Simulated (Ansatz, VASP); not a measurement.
# Two plane-wave programs on CO2

```
CELL_PARAMETERS angstrom
0.00000 2.99572 2.99572
2.99572 0.00000 2.99572
2.99572 2.99572 0.00000
ATOMIC_POSITIONS crystal
C 0.50000 0.50000 0.50000
C 0.75000 0.75000 0.75000
O 0.12500 0.12500 0.12500
O 0.62500 0.12500 0.12500
O 0.12500 0.12500 0.62500
O 0.12500 0.62500 0.12500
```

Alike in both runs: task relaxation of cell and atoms; functional PBE; k mesh 6 × 6 × 6; occupations gaussian, width 0.1 eV; collinear spin.

|  | VASP | Ansatz |
| --- | --- | --- |
| version | VASP 6.6.1 | Ansatz 0.2.0 |
| potentials or method | VASP PAW PBE potentials, release 64 (C, O), cutoff 600 eV | scalar-relativistic, plane waves, PAW |
| valence electrons in the cell | 32 | 32 |

|  | VASP | Ansatz | Ansatz less VASP |
| --- | --- | --- | --- |
| gap on the k mesh at the Fermi level, each at its own relaxed structure (eV) | none | none | - |
| net moment per atom (μB) | 0.22 | 0.22 | -0.001 |
| size of the moment on the site where the two differ most (μB) | 0.07 | 0.09 | +0.026 |
| relaxed volume (Å³/atom) | 8.73 | 8.75 | +0.020 |
| relaxed cell length with the largest relative difference (Å) | 4.199 | 4.203 | +0.0033 |

Site moments also hang on the region over which each program counts them. A gap of «none» marks a metal or a gap that the smearing closes.
